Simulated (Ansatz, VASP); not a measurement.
This is a calculation of V for VASP 6.6.1.

INCAR

```
SYSTEM = V
PREC = Accurate ; ENCUT = 520
EDIFF = 1E-6 ; ISMEAR = -1
SIGMA = 0.05 ; LREAL = .FALSE.
LASPH = .TRUE. ; NELM = 150
ALGO = Normal ; ISIF = 2
LWAVE = .FALSE. ; LCHARG = .FALSE.
ISPIN = 2 ; MAGMOM = 3
LORBIT = 11 ; NUPDOWN = 3.0
LMAXMIX = 4 ; GGA = PE
NBANDS = 16
```

KPOINTS

```
Automatic mesh
0
G
  10 10 10
  0 0 0
```

The input POSCAR:

```
V
1.0
   -1.5143500000      1.5143500000      1.5143500000
    1.5143500000     -1.5143500000      1.5143500000
    1.5143500000      1.5143500000     -1.5143500000
V
1
Direct
    0.0000000000      0.0000000000      0.0000000000
```

Potentials or basis: VASP PAW PBE potentials, release 64 (V_sv).

Launch:

```console
$ cat potpaw_PBE.64/V_sv/POTCAR > POTCAR
$ mpirun -np 1 vasp_std > vasp.out
```

Task: Set up the same calculation for Ansatz 0.2.0. Potentials there: Ansatz PAW.

Result: As run (the cutoff follows the program's own potentials):

The input input.yaml:

```yaml
crystal:
  lattice:
    - [-1.51435, 1.51435, 1.51435]
    - [1.51435, -1.51435, 1.51435]
    - [1.51435, 1.51435, -1.51435]
  atoms:
    - { symbol: V, position: [0.0, 0.0, 0.0], spin: 3.0 }
hamiltonian:
  xc: pbe
  pseudopotentials: { kind: paw }
magnetization:
  spin_polarized: true
  initial_magnetization: 3.0
  spin_locking: { lock_magnetization: hard }
kpoints:
  mp_grid: { grid: [10, 10, 10] }
scf:
  occupations: { method: fermi_dirac, width: 0.05 }
  lower_state_search: "off"
output:
  forces: true
  stress: true
  eigenvalues: true
```

Potentials or basis: Ansatz PAW.

The run is started by

```console
$ ansatz run input.yaml --threads 2 --pin off --max-ram 5632MiB --backend cpu --events-out ev --progress --plain --runs-dir out
```

Both were run:

|  | VASP | Ansatz | Ansatz less VASP |
| --- | --- | --- | --- |
| net moment per atom (μB) | 3.00 | 3.00 | 0.000 |
| size of the moment on the site where the two differ most (μB) | 2.52 | 2.41 | -0.114 |

Site moments also hang on the region over which each program counts them.
